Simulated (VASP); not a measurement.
Runs of VASP 6.6.1 on Ti. The structure is that of space group Im-3m (No. 229), or close to it. The cells are those of the table. 

```csv
cell,k mesh,gap on the mesh (eV),pressure (GPa)
"a = 2.816 Å, angles 109.5°, 1 atom",16 × 16 × 16,none,-8.1
"a = 2.850 Å, angles 109.5°, 1 atom",16 × 16 × 16,none,-11.1
"a = 2.744 Å, angles 109.5°, 1 atom",23 × 23 × 23,none,(a)
"a = 2.780 Å, angles 109.5°, 1 atom",16 × 16 × 16,none,-4.5
"a = 2.669 Å, angles 109.5°, 1 atom",16 × 16 × 16,none,11.1
"a = 2.707 Å, angles 109.5°, 1 atom",16 × 16 × 16,none,5.0
"a = 2.630 Å, angles 109.5°, 1 atom",16 × 16 × 16,none,18.2
"a = 2.744 Å, angles 109.5°, 1 atom",16 × 16 × 16,none,(b)
```

Alike in all rows: task single point; level LDA; potentials or basis VASP PAW LDA potentials, release 64 (Ti_sv); no spin polarisation; cutoff (eV) 520; smearing fermi-dirac 0.1 eV.

Task: Fill in the values left out.

Result: (a) -0.1; (b) -0.2.

A gap of «none» marks levels without a gap at the run's occupations.
